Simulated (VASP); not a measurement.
Here is a VASP 6.6.1 calculation.

Contents of INCAR:

```
PREC     = Accurate       # precision mode
ENCUT    = 520            # plane-wave cutoff, eV
EDIFF    = 1E-6           # SCF threshold, eV
ISMEAR   = -1             # smearing method
SIGMA    = 0.05           # smearing width, eV
LREAL    = F              # projectors in reciprocal space
LASPH    = T              # aspherical terms in the spheres
NELM     = 80             # most SCF steps
ALGO     = Normal         # electronic algorithm
ISIF     = 2              # what is computed and relaxed
LWAVE    = F              # write WAVECAR
LCHARG   = F              # write CHGCAR
NBANDS   = 26             # bands
```

Contents of KPOINTS:

```
regular mesh
0
Gamma
  10 10 5
```

POSCAR

```
GaN
1.0
    3.1150838257      0.0000000000      0.0000000000
   -1.5575419129      2.6977417280      0.0000000000
    0.0000000000      0.0000000000      5.0605418376
Ga N
2 2
Direct
    0.6666666667      0.3333333333      0.5000000000
    0.3333333333      0.6666666667      0.0000000000
    0.6666666667      0.3333333333      0.8750000000
    0.3333333333      0.6666666667      0.3750000000
```

Potentials or basis: VASP PAW LDA potentials, release 64 (Ga_d, N).

Run with:

```console
$ cat potpaw_LDA.64/Ga_d/POTCAR potpaw_LDA.64/N/POTCAR > POTCAR
$ mpirun -np 1 vasp_std > vasp.out
```

(1) What does it give for the largest force?

(2) Predict the pressure.

Results:

(1) 0.145 eV/Å.

(2) 9.9 GPa.
